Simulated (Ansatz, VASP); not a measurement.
**MgCd3O: VASP beside Ansatz**

File INCAR:

```
PREC = Accurate ; ENCUT = 600
EDIFF = 1E-6 ; ISMEAR = 0
SIGMA = 0.1 ; LREAL = F
LASPH = T ; NELM = 120
ALGO = Normal ; ISIF = 2
LWAVE = F ; LCHARG = T
GGA = PE ; LELF = T
LVHAR = T ; NBANDS = 30
GGA_COMPAT = F
```

File KPOINTS:

```
regular mesh
0
Gamma
  4 4 4
```

Contents of POSCAR:

```
MgCd3O
1.0
    4.7137113800      0.0000000000      0.0000000000
    0.0000000000      4.7137113800      0.0000000000
    0.0000000000      0.0000000000      4.7137113800
Mg Cd O
1 3 1
Direct
    0.0000000000      0.0000000000      0.0000000000
    0.0000000000      0.5000000000      0.5000000000
    0.5000000000      0.0000000000      0.5000000000
    0.5000000000      0.5000000000      0.0000000000
    0.5000000000      0.5000000000      0.5000000000
```

Input for Ansatz:

```yaml
crystal:
  lattice:
    - [4.71371138, 0.0, 0.0]
    - [0.0, 4.71371138, 0.0]
    - [0.0, 0.0, 4.71371138]
  atoms:
    - { symbol: Mg, position: [0.0, 0.0, 0.0] }
    - { symbol: Cd, position: [0.0, 0.5, 0.5] }
    - { symbol: Cd, position: [0.5, 0.0, 0.5] }
    - { symbol: Cd, position: [0.5, 0.5, 0.0] }
    - { symbol: O, position: [0.5, 0.5, 0.5] }
basis:
  ecutwfc: 420
kpoints:
  mp_grid: { grid: [4, 4, 4] }
hamiltonian:
  xc: pbe
scf:
  occupations: { method: gaussian, width: 0.1 }
  lower_state_search: "off"
output:
  forces: true
  stress: true
  eigenvalues: true
```

Alike in both runs: task single point; functional PBE; k mesh 4 × 4 × 4; occupations gaussian, width 0.1 eV; no spin polarisation.

|  | VASP | Ansatz |
| --- | --- | --- |
| version | VASP 6.6.1 | Ansatz 0.2.0 |
| potentials or method | VASP PAW PBE potentials, release 64 (Mg, Cd, O), cutoff 600 eV | scalar-relativistic, plane waves, PAW |
| valence electrons in the cell | 44 | 76 |

|  | VASP | Ansatz | Ansatz less VASP |
| --- | --- | --- | --- |
| gap on the k mesh at the Fermi level (eV) | none | none | - |
| pressure (GPa) | -0.5 | -0.8 | -0.25 |

A gap of «none» marks a metal or a gap that the smearing closes. VASP's potentials hold 44 valence electrons a cell and Ansatz's 76, so a difference there can come from the potentials and not from the codes.
